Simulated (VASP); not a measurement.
Here is a VASP 6.6.1 calculation.

Contents of INCAR:

```
PREC = Accurate
ENCUT = 520
EDIFF = 1E-8
ISMEAR = 0
SIGMA = 0.01
LREAL = F
LASPH = T
NELM = 100
ALGO = Normal
ISIF = 2
LWAVE = F
LCHARG = T
GGA = PS
NBANDS = 15
IBRION = 8
NSW = 1
LEPSILON = T
```

KPOINTS

```
Automatic mesh
0
Gamma
  6 6 6
```

POSCAR

```
RbBr
1.0
    0.0000000000      3.3530172484      3.3530172484
    3.3530172484      0.0000000000      3.3530172484
    3.3530172484      3.3530172484      0.0000000000
Rb Br
1 1
Direct
    0.0000000000      0.0000000000      0.0000000000
    0.5000000000      0.5000000000      0.5000000000
```

Potentials or basis: VASP PAW PBE potentials, release 64 (Rb_sv, Br).

Run with:

```bash
$ cat potpaw_PBE.64/Rb_sv/POTCAR potpaw_PBE.64/Br/POTCAR > POTCAR
$ mpirun -np 1 vasp_std > vasp.out
```

What does it give for the electronic dielectric tensor (diagonal)?

2.67.

Predict the Born charges (mean of the diagonal).

Rb +1.15; Br -1.15 e.

What does it give for the highest phonon frequency at Γ, LO-TO splitting left out?

100 cm⁻¹.

Phonon frequencies in cm⁻¹ (negative: imaginary):
```
              q point        frequencies
(0.000, 0.000, 0.000)  0 0 0 100 100 100
```

Caveat: the cell wasn't relaxed at this level first, which shifts response properties.
